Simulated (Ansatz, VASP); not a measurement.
CuO in VASP and in Ansatz

INCAR

```
PREC = Accurate ; ENCUT = 520
EDIFF = 1E-6 ; ISMEAR = -1
SIGMA = 0.05 ; LREAL = F
LASPH = T ; NELM = 100
ALGO = Normal ; ISIF = 2
LWAVE = F ; LCHARG = T
GGA = PE ; LELF = T
LVHAR = T ; NBANDS = 44
```

Contents of KPOINTS:

```
regular mesh
0
Gamma
  3 2 2
```

POSCAR

```
CuO
1.0
    2.3418500000     -1.7113000000      0.0000000000
   -1.4918200000     -1.7113000000     -5.0578700000
    2.3418500000      5.1339000000      0.0000000000
Cu O
4 4
Direct
    0.3213271600      0.9565765600      0.2905417800
    0.6786728400      0.0434234400      0.7094582200
    0.3225567000      0.5218645100      0.6836463300
    0.6774433000      0.4781354900      0.3163536700
    0.4176716400      0.7073204800      0.0098998500
    0.4139283600      0.7926795200      0.6585001500
    0.2249395900      0.3481680500      0.0734239800
    0.9434604100      0.1518319500      0.2581760200
```

File input.yaml:

```yaml
crystal:
  lattice:
    - [2.34185, -1.7113, 0.0]
    - [-1.49182, -1.7113, -5.05787]
    - [2.34185, 5.1339, 0.0]
  atoms:
    - { symbol: Cu, position: [0.32132716, 0.95657656, 0.29054178] }
    - { symbol: Cu, position: [0.67867284, 0.04342344, 0.70945822] }
    - { symbol: Cu, position: [0.3225567, 0.52186451, 0.68364633] }
    - { symbol: Cu, position: [0.6774433, 0.47813549, 0.31635367] }
    - { symbol: O, position: [0.41767164, 0.70732048, 0.00989985] }
    - { symbol: O, position: [0.41392836, 0.79267952, 0.65850015] }
    - { symbol: O, position: [0.22493959, 0.34816805, 0.07342398] }
    - { symbol: O, position: [0.94346041, 0.15183195, 0.25817602] }
hamiltonian:
  xc: pbe
  pseudopotentials: { kind: paw }
kpoints:
  mp_grid: { grid: [3, 2, 2] }
scf:
  occupations: { method: fermi_dirac, width: 0.05 }
output:
  forces: true
  stress: true
  eigenvalues: true
```

Alike in both runs: task single point; functional PBE; k mesh 3 × 2 × 2; occupations fermi-dirac, width 0.05 eV; no spin polarisation.

```csv
,VASP,Ansatz
version,VASP 6.6.1,Ansatz 0.2.0
potentials or method,"VASP PAW PBE potentials, release 64 (Cu, O)",Ansatz PAW
plane-wave cutoff (eV),520,420
valence electrons in the cell,68,100
```

Ansatz gave:

| Quantity | Value |
| --- | --- |
| gap on the k mesh at the Fermi level (eV) | none |
| rms of the force components (eV/Å) | 4.878 |

**Question.** What did VASP give for the same quantities?

**Answer.** gap on the k mesh at the Fermi level (eV): none; rms of the force components (eV/Å): 4.931.

Atom by atom the forces differ by 0.092 eV/Å (rms over components). A gap of «none» marks a metal or a gap that the smearing closes. VASP's potentials hold 68 valence electrons a cell and Ansatz's 100, so a difference there can come from the potentials and not from the codes.

The k mesh is coarse, so the values compare programs but aren't converged.
